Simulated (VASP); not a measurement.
# Al30Cu (a cell with a defect) in VASP: a series of runs, part 2 of 2

VASP 6.6.1. Earlier steps stand in the parts before.

## (3) Single point, PBEsol

INCAR

```
SYSTEM = Al30Cu
PREC = Accurate ; ENCUT = 520
EDIFF = 1E-7 ; ISMEAR = 0
SIGMA = 0.1 ; LREAL = Auto
LASPH = .TRUE. ; NELM = 100
ALGO = Normal ; ISIF = 2
LWAVE = .FALSE. ; LCHARG = .FALSE.
GGA = PS ; NBANDS = 72
```

KPOINTS

```
regular mesh
0
G
  3 3 3
  0 0 0
```

POSCAR

```
Al30Cu
1.0
    8.1000000000      0.0000000000      0.0000000000
    0.0000000000      8.1000000000      0.0000000000
    0.0000000000      0.0000000000      8.1000000000
Al Cu
30 1
Direct
    0.4983903704      0.0001477778     -0.0000470370
    0.7493471605      0.2543730864      0.0005103704
    0.7493580247      0.0087014815      0.2564648148
   -0.0002556790      0.0003880247     -0.0000309877
    0.2492239506      0.2486097531     -0.0033396296
    0.5016635802      0.5008511111     -0.0003512346
    0.7490813580      0.7470286420      0.0016886420
    0.2492658025      0.0001245679      0.2491738272
    0.5018367901      0.2553311111      0.2506946914
    0.5006079012      0.0025650617      0.5020895062
    0.7490732099      0.0010875309      0.7471807407
   -0.0029823457      0.5009180247     -0.0003900000
    0.2491556790      0.7495071605     -0.0012617284
   -0.0029141975      0.2555330864      0.2506750617
    0.2494502469      0.5011561728      0.2461333333
    0.5000280247      0.7488511111      0.2469461728
   -0.0019532099      0.0025759259      0.5020216049
    0.2495256790      0.2467848148      0.5007596296
    0.4944667901      0.5020777778      0.4969520988
    0.7494492593      0.7447459259      0.4925633333
    0.2491469136     -0.0023098765      0.7516003704
    0.4995780247      0.2463795062      0.7455907407
    0.7493430864      0.4920088889      0.7375250617
   -0.0013530864      0.7487028395      0.2470440741
    0.0036666667      0.5017128395      0.4966380247
    0.2492774074      0.7559595062      0.4998069136
   -0.0010132099      0.2464937037      0.7454283951
    0.2493818519      0.4990309877      0.7518369136
    0.4993093827      0.7499545679      0.7498604938
   -0.0007909877      0.7500313580      0.7497338272
    0.7495224691      0.3376556790      0.4281623457
```

Potentials or basis: VASP PAW PBE potentials, release 64 (Al, Cu).

Launch:

```bash
cat potpaw_PBE.64/Al/POTCAR potpaw_PBE.64/Cu/POTCAR > POTCAR
mpirun -np 1 vasp_std > vasp.out
```

OUTCAR:

```text
SYSTEM = Al30Cu
   PREC = Accurate
   ENCUT = 520
   EDIFF = 1E-7
   ISMEAR = 0
   LREAL = Auto
   LASPH = .TRUE.
   NELM = 100
   ISIF = 2
   GGA = PS

 ion  position               nearest neighbor table
   1  0.498  0.000  1.000-  21 2.85   5 2.85  16 2.85   8 2.85  13 2.86  29 2.87  22 2.87  11 2.88
                             7 2.89   2 2.89   9 2.90   3 2.91
   2  0.749  0.254  0.001-   6 2.83  12 2.83   9 2.85  14 2.85  23 2.87   3 2.87   4 2.89  22 2.89
                            27 2.89   1 2.89  11 2.90
   3  0.749  0.009  0.256-   9 2.83  17 2.83  10 2.83  14 2.83  20 2.87   2 2.87   4 2.90   1 2.91
                            16 2.92  24 2.92   7 2.96  31 3.01
   4  1.000  0.000  1.000-   5 2.85  21 2.85   8 2.86  24 2.86  13 2.87  30 2.87  27 2.87  11 2.88
                             7 2.89   2 2.89  14 2.90   3 2.90
   5  0.249  0.249  0.997-  28 2.84  21 2.84   1 2.85   4 2.85   8 2.87  22 2.87  27 2.87  15 2.88
                            12 2.89   6 2.89  14 2.90   9 2.90
   6  0.502  0.501  1.000-   7 2.83   2 2.83  16 2.84   9 2.84  15 2.86  29 2.86  28 2.86  13 2.87
                             5 2.89  22 2.91  23 2.92
   7  0.749  0.747  0.002-   6 2.83  12 2.83  16 2.83  24 2.83  29 2.87  30 2.88   1 2.89   4 2.89
                            11 2.91   3 2.96  23 2.97
   8  0.249  0.000  0.249-  26 2.83  18 2.85   1 2.85   4 2.86   5 2.87  13 2.87  16 2.88  24 2.88
                            17 2.89  10 2.89  14 2.91   9 2.91
   9  0.502  0.255  0.251-  31 2.56  19 2.82   3 2.83   6 2.84   2 2.85  15 2.85  18 2.88  10 2.89
[... 28 lines left out ...]
                            29 2.91  12 2.92   6 2.92   7 2.97
  24  0.999  0.749  0.247-  20 2.83   7 2.83  12 2.84  25 2.84  15 2.85   4 2.86  13 2.86   8 2.88
                            26 2.88  17 2.91   3 2.92
  25  0.004  0.502  0.497-  31 2.51  14 2.82  23 2.84  15 2.84  24 2.84  20 2.85  26 2.86  18 2.87
                            28 2.87  30 2.87  27 2.89
  26  0.249  0.756  0.500-  21 2.83   8 2.83  17 2.85  10 2.85  19 2.86  25 2.86  30 2.86  29 2.86
                            24 2.88  16 2.89  15 2.91  28 2.92
  27  0.999  0.246  0.745-  17 2.79  18 2.84  23 2.84  11 2.84  21 2.86   4 2.87   5 2.87  28 2.88
                            25 2.89   2 2.89  12 2.91
  28  0.249  0.499  0.752-   5 2.84  13 2.85  19 2.86   6 2.86  12 2.86  29 2.87  25 2.87  30 2.87
                            22 2.88  27 2.88  18 2.88  26 2.92
  29  0.499  0.750  0.750-  21 2.85   6 2.86  13 2.86  26 2.86   1 2.87  10 2.87  19 2.87  28 2.87
                            11 2.87   7 2.87  20 2.91  23 2.91
  30  0.999  0.750  0.750-  21 2.85  13 2.86  12 2.86  26 2.86  17 2.87   4 2.87  28 2.87  11 2.87
                            25 2.87   7 2.88  20 2.90  23 2.91
  31  0.750  0.338  0.428-  25 2.51  19 2.52  14 2.56   9 2.56  23 2.80   3 3.01

  LATTYP: Found a simple cubic cell.
 ALAT       =     8.1000000000

  Lattice vectors:

 A1 = (   8.1000000000,   0.0000000000,   0.0000000000)
 A2 = (   0.0000000000,   8.1000000000,   0.0000000000)
 A3 = (   0.0000000000,   0.0000000000,   8.1000000000)

Analysis of symmetry for initial positions (statically):
=====================================================================
 Subroutine PRICEL returns:
 Original cell was already a primitive cell.

 Routine SETGRP: Setting up the symmetry group for a
 simple cubic supercell.

 Subroutine GETGRP returns: Found  1 space group operations
 (whereof  1 operations were pure point group operations)
 out of a pool of 48 trial point group operations.

The static configuration has the point symmetry C_1 .

Analysis of symmetry for dynamics (positions and initial velocities):
=====================================================================
[... 141 lines left out ...]
   total plane-waves  NPLWV = 216000
   dimension x,y,z NGX =    60 NGY =   60 NGZ =   60
   dimension x,y,z NGXF=   120 NGYF=  120 NGZF=  120
   ions per type =              30   1
   NGX,Y,Z   is equivalent  to a cutoff of  12.31, 12.31, 12.31 a.u.
   NGXF,Y,Z  is equivalent  to a cutoff of  24.63, 24.63, 24.63 a.u.
 SYSTEM =  Al30Cu
   PREC   = accura    normal or accurate (medium, high low for compatibility)
   ISTART =      0    job   : 0-new  1-cont  2-samecut
   ICHARG =      2    charge: 1-file 2-atom 10-const
   ISPIN  =      1    spin polarized calculation?
   LNONCOLLINEAR =      F non collinear calculations
   LSORBIT =      F    spin-orbit coupling
   LASPH  =      T    aspherical Exc in radial PAW
   ENCUT  =  520.0 eV  38.22 Ry    6.18 a.u.  15.06 15.06 15.06*2*pi/ulx,y,z
   NELM   =    100;   NELMIN=  2; NELMDL= -5     # of ELM steps
   EDIFF  = 0.1E-06   stopping-criterion for ELM
   LREAL  =      T    real-space projection
   EDIFFG = 0.1E-05   stopping-criterion for IOM
   NSW    =      0    number of steps for IOM
   IBRION =     -1    ionic relax: 0-MD 1-quasi-New 2-CG
   NFREE  =      0    steps in history (QN), initial steepest desc. (CG)
   ISIF   =      2    stress and relaxation
   ISYM   =      2    0-nonsym 1-usesym 2-fastsym
   POTIM  = 0.5000    time-step for ionic-motion
   TEBEG  =    0.0;   TEEND  =   0.0 temperature during run
   PSTRESS=    0.0 pullay stress
   NELECT =     101.0000    total number of electrons
   NUPDOWN=      -1.0000    fix difference up-down
   EMIN   =  10.00;   EMAX   =-10.00  energy-range for DOS
   EFERMI =   0.00;   METHOD = LEGACY
   ISMEAR =     0;   SIGMA  =   0.10  broadening in eV -4-tet -1-fermi 0-gaus
   EFERMI_NEDOS =   21; number of points for ismear=-14 and -15
   IALGO  =     38    algorithm
   IMIX   =      4    mixing-type and parameters
     AMIX     =   0.40;   BMIX     =  1.00
     AMIX_MAG =   1.60;   BMIX_MAG =  1.00
  volume/ion in A,a.u.               =      17.14       115.69
  Fermi-wavevector in a.u.,A,eV,Ry     =   0.941233  1.778672 12.053656  0.885919
  Thomas-Fermi vector in A             =   2.068723
   LORBIT       =      0    0 simple, 1 ext, 2 COOP (PROOUT), +10 PAW based schemes
   GGA     = PS    functional components
   LHFCALC =     F    Hartree Fock is set to
   AEXX    =    0.0000 exact exchange contribution
   IVDW    =     0    specifies the selected vdW correction
   LEPSILON=     F    determine dielectric tensor
   LRPA    =     F    only Hartree local field effects (RPA)
 non-spin polarized calculation
 Gauss-broadening in eV      SIGMA  =   0.10
  energy-cutoff  :      520.00
  volume of cell :      531.44
 maximum number of plane-waves:     14358
   NGX = 31   NGY = 31   NGZ = 31

 number of electron     101.0000006 magnetization

 Free energy of the ion-electron system (eV)
  ---------------------------------------------------
  ext. energy  EPLUGINS =         0.00000000
  ---------------------------------------------------
  free energy    TOTEN  =      -126.09001333 eV

  energy without entropy =     -126.04681621  energy(sigma->0) =     -126.06841477

 E-fermi :   7.2591     XC(G=0): -10.1190

 val. band max:        7.2217392321   @ k =   0.0000   0.0000   0.3333
 cond. band min:       7.2865293034   @ k =   0.0000   0.0000   0.0000
 fundamental gap:      0.0647900713
 Fermi energy:         7.2591070050

 k-point     1 :       0.0000    0.0000    0.0000
  band No.  band energies     occupation
      1      -3.4465      2.00000
      2      -1.3273      2.00000
      3      -1.3109      2.00000
      4      -1.2827      2.00000
      5      -1.2609      2.00000
      6      -1.0914      2.00000
[... 899 lines left out ...]
     61       9.1695      0.00000
     62       9.2085      0.00000
 [bands above 62 left out]

------------------------ aborting loop because EDIFF is reached ----------------------------------------

  FORCE on cell =-STRESS in cart. coord.  units (eV):
  Direction    XX          YY          ZZ          XY          YZ          ZX
  --------------------------------------------------------------------------------------
  -------------------------------------------------------------------------------------
  Total       -7.8624828    -12.0060338    -11.9315022      0.0118708     -0.0241506     -0.0028205
  in kB      -23.7036506    -36.1955423    -35.9708458      0.0357877     -0.0728087     -0.0085033
  external PRESSURE =     -31.9566796 kB  Pullay stress =       0.0000000 kB

 VOLUME and BASIS-vectors are now :
 -----------------------------------------------------------------------------
  energy-cutoff  :      520.00
  volume of cell :      531.44
      direct lattice vectors                 reciprocal lattice vectors
     8.100000000  0.000000000  0.000000000     0.123456790  0.000000000  0.000000000
     0.000000000  8.100000000  0.000000000     0.000000000  0.123456790  0.000000000
     0.000000000  0.000000000  8.100000000     0.000000000  0.000000000  0.123456790

 POSITION                                       TOTAL-FORCE (eV/Angst)
 -----------------------------------------------------------------------------------
      4.03696      0.00120      8.09962         0.001625      0.001768     -0.007996
      6.06971      2.06042      0.00413        -0.001572     -0.000422     -0.018681
      6.06980      0.07048      2.07736         0.001957      0.035561      0.001623
      8.09793      0.00314      8.09975        -0.000509     -0.005607     -0.009829
      2.01871      2.01374      8.07295         0.001998      0.025096     -0.020844
      4.06347      4.05689      8.09715         0.001730      0.011374     -0.010114
[... 23 lines left out ...]
      8.09359      6.07525      6.07284        -0.001924      0.001890     -0.013115
      6.07113      2.73501      3.46812        -0.014617     -0.298833      0.258541
 -----------------------------------------------------------------------------------
    total drift:                               -0.034668     -0.012809     -0.013175

  FREE ENERGIE OF THE ION-ELECTRON SYSTEM (eV)
  ---------------------------------------------------
  free  energy   TOTEN  =      -126.0900133293 eV

  energy  without entropy=     -126.0468162081  energy(sigma->0) =     -126.06841477
```

Wall time 14 min (1 thread of Intel Xeon 6975P-C (Granite Rapids), shared host); peak memory 0.65 GiB.

What came out:

| Property | Result |
| --- | --- |
| Free energy | -126.0900 eV |
| Pressure | -3.2 GPa |
| Largest force | 0.395 eV/Å |
| Band gap on the k mesh | zero (an odd number of electrons rules out a gap without spin polarisation) |

Forces on the atoms (eV/Å):
```
Al   0.002  0.002 -0.008
Al  -0.002  0.000 -0.019
Al   0.002  0.036  0.002
Al  -0.001 -0.006 -0.010
Al   0.002  0.025 -0.021
Al   0.002  0.011 -0.010
Al   0.008  0.015  0.001
Al  -0.004  0.004  0.006
Al   0.014  0.017 -0.019
Al  -0.004  0.016  0.004
Al   0.006  0.000 -0.001
Al  -0.004  0.011 -0.011
Al  -0.001  0.009 -0.011
Al  -0.015  0.006 -0.021
Al   0.000  0.025 -0.010
Al   0.000  0.014 -0.005
Al   0.003  0.018  0.004
Al  -0.004  0.011  0.002
Al   0.026  0.009 -0.035
Al  -0.004  0.041  0.001
Al   0.000 -0.010  0.006
Al   0.000  0.002 -0.008
Al  -0.001  0.003  0.005
Al  -0.003  0.016 -0.011
Al   0.010  0.028 -0.025
Al  -0.002 -0.010  0.001
Al   0.002 -0.003 -0.006
Al  -0.008  0.004 -0.029
Al  -0.008  0.005 -0.016
Al  -0.002  0.002 -0.013
Cu  -0.015 -0.299  0.259
```

Stress tensor (GPa, compression positive):
```
-2.37  0.00  0.00
 0.00 -3.62 -0.01
 0.00 -0.01 -3.60
```

Levels at points of the mesh, in eV from the Fermi level:
| k point | band 49 | band 50 | band 51 | band 52 | band 53 | band 54 |
| --- | --- | --- | --- | --- | --- | --- |
| (0.00, 0.00, 0.00) | -0.05 | 0.03 | 0.52 | 0.63 | 0.66 | 0.69 |

Caveat: the PAW data sets were made with another functional, which shifts forces and pressure a little.

The gap in the log of VASP goes by the Fermi energy; the results here count the filled bands.